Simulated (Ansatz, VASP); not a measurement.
## Two plane-wave programs on CoSn

File INCAR:

```
SYSTEM = CoSn
ALGO = Fast ; EDIFF = 1E-6
ENCUT = 520 ; GGA = PS
ISIF = 2 ; ISMEAR = 0
LASPH = .TRUE. ; LCHARG = .FALSE.
LREAL = .FALSE. ; LWAVE = .FALSE.
NBANDS = 44 ; NELM = 100
PREC = Accurate ; SIGMA = 0.15
```

The input KPOINTS:

```
k-points
0
G
  12 12 12
  0 0 0
```

The input POSCAR:

```
CoSn
1.0
    5.2197158240      0.0000000000      0.0000000000
   -2.6098579120      4.5204065041      0.0000000000
    0.0000000000      0.0000000000      4.1684718855
Co Sn
3 3
Direct
    0.0000000000      0.5000000000     -0.0072488112
    0.5000000000      0.5000000000     -0.0072488112
    0.5000000000      0.0000000000     -0.0072488112
    0.6666666667      0.3333333333      0.4928034298
    0.3333333333      0.6666666667      0.4928034298
    0.0000000000      0.0000000000      0.0251890868
```

Input for Ansatz:

```yaml
crystal:
  lattice:
    - [5.219715824, 0.0, 0.0]
    - [-2.609857912, 4.5204065041, 0.0]
    - [0.0, 0.0, 4.1684718855]
  atoms:
    - { symbol: Co, position: [0.0, 0.5, -0.0072488112] }
    - { symbol: Co, position: [0.5, 0.5, -0.0072488112] }
    - { symbol: Co, position: [0.5, 0.0, -0.0072488112] }
    - { symbol: Sn, position: [0.6666666667, 0.3333333333, 0.4928034298] }
    - { symbol: Sn, position: [0.3333333333, 0.6666666667, 0.4928034298] }
    - { symbol: Sn, position: [0.0, 0.0, 0.0251890868] }
basis:
  ecutwfc: 420
kpoints:
  mp_grid: { grid: [12, 12, 12] }
hamiltonian:
  xc: pbesol
scf:
  occupations: { method: gaussian, width: 0.15 }
output:
  forces: true
  stress: true
  eigenvalues: true
```

Change from the starting cell: mode 5 (107.6 1/cm) frozen in, largest displacement +0.105 Å.

Alike in both runs: task single point; functional PBEsol; k mesh 12 × 12 × 12; occupations gaussian, width 0.15 eV; no spin polarisation.

|  | VASP | Ansatz |
| --- | --- | --- |
| version | VASP 6.6.1 | Ansatz 0.2.0 |
| potentials or method | VASP PAW PBE potentials, release 64 (Co, Sn_d), cutoff 520 eV | scalar-relativistic, plane waves, PAW |
| valence electrons in the cell | 69 | 93 |

```tsv
	VASP	Ansatz	Ansatz less VASP
gap on the k mesh at the Fermi level (eV)	none	none	-
pressure (GPa)	-0.1	0.0	+0.10
traceless stress, the component that is largest in VASP (GPa)	0.04	0.10	+0.062
rms of the force components (eV/Å)	0.136	0.136	-0.0001
```

VASP's potentials were made for PBE, not for PBEsol. Atom by atom the forces differ by 0.001 eV/Å (rms over components). A gap of «none» marks a metal or a gap that the smearing closes. With one functional, cell and mesh, what is left measures potentials, basis and numerics. VASP's potentials hold 69 valence electrons a cell and Ansatz's 93, so a difference there can come from the potentials and not from the codes.
